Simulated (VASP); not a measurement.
Runs of VASP 6.6.1 on Li. The structure is that of space group Cmmm (No. 65), or close to it. The cells are those of the table. The cell was generated, and may not be a known phase.

| task | cell | k mesh | cutoff (eV) | gap on the mesh (eV) | pressure (GPa) | relaxed volume (Å³/atom) |
| --- | --- | --- | --- | --- | --- | --- |
| single point | a = 2.826, b = 2.826, c = 2.738 Å, angles 90.0, 90.0, 111.8°, 1 atom | 6 × 6 × 6 | 520 | none | - | - |
| relaxation of cell and atoms | relaxed from a = 2.662, b = 2.662, c = 3.211 Å, angles 90.0, 90.0, 105.0°, 1 atom | 6 × 6 × 6 | 600 | none | 0.1 | (a) |
| single point | a = 2.662, b = 2.662, c = 3.211 Å, angles 90.0, 90.0, 105.0°, 1 atom | 6 × 6 × 6 | 520 | none | - | - |
| relaxation of cell and atoms | relaxed from a = 2.826, b = 2.826, c = 2.738 Å, angles 90.0, 90.0, 111.8°, 1 atom | 20 × 20 × 20 | 600 | none | 0.0 | 20.00 |

Alike in all rows: level PBE; potentials or basis VASP PAW PBE potentials, release 64 (Li_sv); no spin polarisation; smearing gaussian 0.1 eV.

Task: Fill in the values left out.

Result: (a) 20.14.

Caveats: some runs use coarse meshes; the cutoff is under 1.25 times the usual one of these potentials, so pressure, stress and relaxed cells hold a basis-set (Pulay) error.

A gap of «none» marks levels without a gap at the run's occupations.
